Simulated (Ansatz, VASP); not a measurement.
# One calculation of HfGe, two programs

```xyz
2
Lattice="0.0000 2.9639 2.9639 2.9639 0.0000 2.9639 2.9639 2.9639 0.0000" Properties=species:S:1:pos:R:3 pbc="T T T"
Hf    0.0000    0.0000    0.0000
Ge    1.4819    1.4819    1.4819
```

Alike in both runs: task single point; functional LDA; k mesh 6 × 6 × 6; occupations gaussian, width 0.05 eV; no spin polarisation.

```csv
,VASP,Ansatz
version,VASP 6.6.1,Ansatz 0.2.0
potentials or method,"VASP PAW LDA potentials, release 64 (Hf_pv, Ge_d), cutoff 500 eV","scalar-relativistic, plane waves, PAW"
valence electrons in the cell,24,40
```

Ansatz gave:

```
gap on the k mesh at the Fermi level (eV) : none
pressure (GPa)                            : 1.0
```

Q: Which values does VASP return?

A: gap on the k mesh at the Fermi level (eV): none; pressure (GPa): 0.9.

LDA's correlation is that of Perdew and Zunger in VASP and of Perdew and Wang (1992) in Ansatz. A gap of «none» marks a metal or a gap that the smearing closes. VASP's potentials hold 24 valence electrons a cell and Ansatz's 40, so a difference there can come from the potentials and not from the codes.

Neither program's run includes spin-orbit coupling.
